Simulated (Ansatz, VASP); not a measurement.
Given: the input of a run of Ansatz 0.2.0 on Hf.

input.yaml

```yaml
crystal:
  lattice:
    - [0.11926996, 2.34305202, 1.99282058]
    - [2.32108664, 0.12479836, 1.98729217]
    - [2.44975498, 2.46619196, -0.00386998]
  atoms:
    - { symbol: Hf, position: [0.0, 0.0, 0.0] }
hamiltonian:
  xc: blyp
  pseudopotentials: { kind: paw }
  dispersion: d4
kpoints:
  mp_grid: { grid: [11, 11, 10] }
scf:
  occupations: { method: fermi_dirac, width: 0.05 }
output:
  forces: true
  stress: true
  eigenvalues: true
relax:
  f_tol: 0.01
  max_steps: 40
  cell: { stress_tol: 0.05 }
```

Potentials or basis: Ansatz PAW.

Launch:

```console
$ ansatz run input.yaml --threads 2 --pin off --max-ram 5632MiB --backend cpu --events-out ev --progress --plain --runs-dir out
```

Question: Translate it to VASP 6.6.1. Potentials there: VASP PAW PBE potentials, release 64 (Hf_pv).

Answer: As run (the cutoff follows the program's own potentials):

INCAR

```
SYSTEM = Hf
  PREC = Accurate
  ENCUT = 600
  EDIFF = 1E-7
  ISMEAR = -1
  SIGMA = 0.05
  LREAL = .FALSE.
  LASPH = .TRUE.
  NELM = 60
  ALGO = Fast
  ISIF = 3
  LWAVE = .FALSE.
  LCHARG = .FALSE.
  GGA = B5
  ALDAX = 1.0
  AGGAX = 1.0
  AGGAC = 1.0
  ALDAC = 0.0
  IVDW = 13
  VDW_S6 = 1.0
  VDW_S8 = 2.34076671
  VDW_A1 = 0.44488865
  VDW_A2 = 4.0933009
  IBRION = 2
  NSW = 60
  EDIFFG = -0.01
```

The input KPOINTS:

```
regular mesh
0
G
  11 11 10
  0 0 0
```

The input POSCAR:

```
Hf
1.0
    0.1192699600      2.3430520200      1.9928205800
    2.3210866400      0.1247983600      1.9872921700
    2.4497549800      2.4661919600     -0.0038699800
Hf
1
Direct
    0.0000000000      0.0000000000      0.0000000000
```

Potentials or basis: VASP PAW PBE potentials, release 64 (Hf_pv).

Command:

```sh
$ cat potpaw_PBE.64/Hf_pv/POTCAR > POTCAR
$ mpirun -np 1 vasp_std > vasp.out
```

Both were run:

|  | VASP | Ansatz | Ansatz less VASP |
| --- | --- | --- | --- |
| gap on the k mesh at the Fermi level, each at its own relaxed structure (eV) | none | none | - |
| relaxed volume (Å³/atom) | 22.49 | 22.49 | +0.001 |
| relaxed length of the cell vector where the two differ most in proportion (Å) | 3.169 | 3.168 | -0.0007 |

VASP's potentials were made for PBE, not for BLYP. A gap of «none» marks a metal or a gap that the smearing closes. VASP's potentials hold 10 valence electrons a cell and Ansatz's 26, so a difference there can come from the potentials and not from the codes.

Spin-orbit coupling is off throughout. Noted on Ansatz's run: the plane-wave basis is chosen anew once the cell has moved, so the energies of steps on either side of that aren't comparable.
